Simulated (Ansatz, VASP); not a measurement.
# One calculation of Ni, two programs

File INCAR:

```
PREC = Accurate
ENCUT = 520
EDIFF = 1E-7
ISMEAR = -1
SIGMA = 0.01
LREAL = F
LASPH = T
NELM = 100
ALGO = Normal
ISIF = 2
LWAVE = F
LCHARG = F
NBANDS = 17
```

File KPOINTS:

```
Automatic mesh
0
Gamma
  11 11 11
```

The input POSCAR:

```
Ni
1.0
    0.0000000000      2.7674309400      0.0000000000
    0.0000000000      0.0000000000      2.7674309400
    2.7674309400      0.0000000000      0.0000000000
Ni
2
Direct
    0.0000000000      0.0000000000      0.0000000000
    0.5000000000      0.5000000000      0.5000000000
```

Input for Ansatz:

```yaml
crystal:
  lattice:
    - [0.0, 2.76743094, 0.0]
    - [0.0, 0.0, 2.76743094]
    - [2.76743094, 0.0, 0.0]
  atoms:
    - { symbol: Ni, position: [0.0, 0.0, 0.0] }
    - { symbol: Ni, position: [0.5, 0.5, 0.5] }
kpoints:
  mp_grid: { grid: [11, 11, 11] }
scf:
  occupations: { method: fermi_dirac, width: 0.01 }
  lower_state_search: "off"
  mixing: { preconditioner: ldos }
hamiltonian:
  xc: lda
  pseudopotentials: { kind: paw }
output:
  forces: true
  stress: true
  eigenvalues: true
```

Alike in both runs: task single point; functional LDA; k mesh 11 × 11 × 11; occupations fermi-dirac, width 0.01 eV; no spin polarisation.

```csv
,VASP,Ansatz
version,VASP 6.6.1,Ansatz 0.2.0
potentials or method,"VASP PAW LDA potentials, release 64 (Ni)","PAW with Ansatz's default frozen-core files, scalar-relativistic"
plane-wave cutoff (eV),520,420
valence electrons in the cell,20,36
```

```csv
,VASP,Ansatz,Ansatz less VASP
gap on the k mesh at the Fermi level (eV),none,none,-
pressure (GPa),-12.1,-12.2,-0.18
```

LDA's correlation is that of Perdew and Zunger in VASP and of Perdew and Wang (1992) in Ansatz. A gap of «none» marks a metal or a gap that the smearing closes. VASP's potentials hold 20 valence electrons a cell and Ansatz's 36, so a difference there can come from the potentials and not from the codes.
